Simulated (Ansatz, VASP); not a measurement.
# W: VASP beside Ansatz

Contents of INCAR:

```
PREC = Accurate
ENCUT = 500
EDIFF = 1E-6
ISMEAR = 0
SIGMA = 0.15
LREAL = False
LASPH = True
NELM = 120
ALGO = Normal
ISIF = 2
LWAVE = False
LCHARG = False
GGA = PS
NBANDS = 13
GGA_COMPAT = False
```

File KPOINTS:

```
Automatic mesh
0
Gamma
  22 22 22
```

Contents of POSCAR:

```
W
1.0
    0.0000000000      2.1232706934      1.8194306572
    2.1232706934      0.0000000000      1.8194306572
    2.1232706934      2.1232706934      0.0000000000
W
1
Direct
    0.0000000000      0.0000000000      0.0000000000
```

Input for Ansatz:

```yaml
crystal:
  lattice:
    - [0.0, 2.1232706934, 1.8194306572]
    - [2.1232706934, 0.0, 1.8194306572]
    - [2.1232706934, 2.1232706934, 0.0]
  atoms:
    - { symbol: W, position: [0.0, 0.0, 0.0] }
basis:
  ecutwfc: 420
kpoints:
  mp_grid: { grid: [22, 22, 22] }
hamiltonian:
  xc: pbesol
  pseudopotentials: { kind: paw, azcp: { folder: soft_1 } }
scf:
  occupations: { method: gaussian, width: 0.15 }
output:
  forces: true
  stress: true
  eigenvalues: true
  write_density: true
  write_potential: true
  elf: true
  volumetric_format: npy
```

Alike in both runs: task single point; functional PBEsol; k mesh 22 × 22 × 22; occupations gaussian, width 0.15 eV; no spin polarisation.

|  | VASP | Ansatz |
| --- | --- | --- |
| version | VASP 6.6.1 | Ansatz 0.2.0 |
| potentials or method | VASP PAW PBE potentials, release 64 (W_sv), cutoff 500 eV | scalar-relativistic, plane waves, PAW |
| valence electrons in the cell | 14 | 14 |

VASP gave:

* gap on the k mesh at the Fermi level (eV): none
* pressure (GPa): -8.8
* traceless stress, the component that is largest in VASP (GPa): -19.78

**Question.** What did Ansatz give for the same quantities?

**Answer.** gap on the k mesh at the Fermi level (eV): none; pressure (GPa): -9.2; traceless stress, the component that is largest in VASP (GPa): -19.74.

VASP's potentials were made for PBE, not for PBEsol, and Ansatz warns of the same on its side. A gap of «none» marks a metal or a gap that the smearing closes. With one functional, cell and mesh, what is left measures potentials, basis and numerics.

Spin-orbit coupling is off throughout.
